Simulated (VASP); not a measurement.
MgS:

```
CELL_PARAMETERS angstrom
4.05466 0.00000 0.00000
-2.02733 3.51144 0.00000
0.00000 0.00000 6.49076
ATOMIC_POSITIONS crystal
Mg 0.66667 0.33333 0.49702
Mg 0.33333 0.66667 0.99702
S 0.33333 0.66667 0.37798
S 0.66667 0.33333 0.87798
```

Base run:

| Item | Value |
| --- | --- |
| Program | VASP 6.6.1 |
| Functional | LDA |
| Potentials or basis | VASP PAW LDA potentials, release 64 (Mg, S) |
| Cutoff | 520 eV |
| k mesh | 6 × 6 × 4 |
| Occupations | gaussian, width 0.02 eV |
| Spin | no spin polarisation |

Its results: band gap on the k mesh 3.10 eV, direct; pressure -3.3 GPa; largest force 0.006 eV/Å.

Problem. The run is repeated on the same cell with these changes: functional from LDA to r2SCAN; potentials or basis from VASP PAW LDA potentials, release 64 (Mg, S) to VASP PAW PBE potentials, release 64 (Mg, S). What comes out?

Solution. Band gap on the k mesh 4.03 eV, direct; pressure -1.3 GPa; largest force 0.007 eV/Å.

Caveats: the PAW data sets were made with another functional, which shifts forces and pressure a little (some runs).

